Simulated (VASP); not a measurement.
NaH, 2 atoms in the cell. Symmetry: Fm-3m, No. 225, cubic system. The conventional cell has a = 4.953 Å, b = 4.953 Å, c = 4.953 Å, α = 90.00°, β = 90.00°, γ = 90.00°. Na (site symmetry m-3m) has 6 H at 2.48 Å within 3.3 Å. H (site symmetry m-3m) has 6 Na at 2.48 Å within 3.3 Å. 

* Program: VASP 6.6.1
* Task: single point
* Functional: r2SCAN
* Potentials or basis: VASP PAW PBE potentials, release 64 (Na_pv, H)
* Cutoff: 520 eV
* k mesh: 8 × 8 × 8
* Occupations: gaussian, width 0.01 eV
* Spin: no spin polarisation
* Dipole correction: no
* Further INCAR settings: ALGO = Normal; EDIFF = 1e-06; NBANDS = 11

Potentials or basis: VASP PAW PBE potentials, release 64 (Na_pv, H).

The run is started by

```sh
$ cat potpaw_PBE.64/Na_pv/POTCAR potpaw_PBE.64/H/POTCAR > POTCAR
$ cp INCAR.step1 INCAR
$ mpirun -np 1 vasp_std > vasp.out
$ cp INCAR.step2 INCAR
$ mpirun -np 1 vasp_std > vasp.out
```

Hardware: 1 thread of Intel(R) Xeon(R) 6975P-C (Granite Rapids), with other jobs on the host.

How long does it take, and how much memory?

Wall time 22 s on 1 thread of Intel(R) Xeon(R) 6975P-C (Granite Rapids) (shared host), peak memory 0.15 GiB. Counts: k points 29.
